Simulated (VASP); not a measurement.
Runs of VASP 6.6.1 on MgO. The structure is that of space group Fm-3m (No. 225), or close to it. The cells are those of the table. 

```csv
cell,gap on the mesh (eV),pressure (GPa)
"a = 2.935 Å, angles 60.0°, 2 atoms",(c),(b)
"a = 2.898 Å, angles 60.0°, 2 atoms",6.52,(a)
"a = 2.967 Å, angles 60.0°, 2 atoms",5.76,1.5
"a = 2.950 Å, angles 60.0°, 2 atoms",5.94,4.5
```

Alike in all rows: level r2SCAN; no spin polarisation; k mesh 10 × 10 × 10; smearing gaussian 0.01 eV.

**Question.** Fill in the values left out.

**Answer.** (a) 15.7; (b) 7.5; (c) 6.10.

Caveats: the PAW data sets were made with another functional, which shifts forces and pressure a little; the cell stands under pressure (at least some runs).

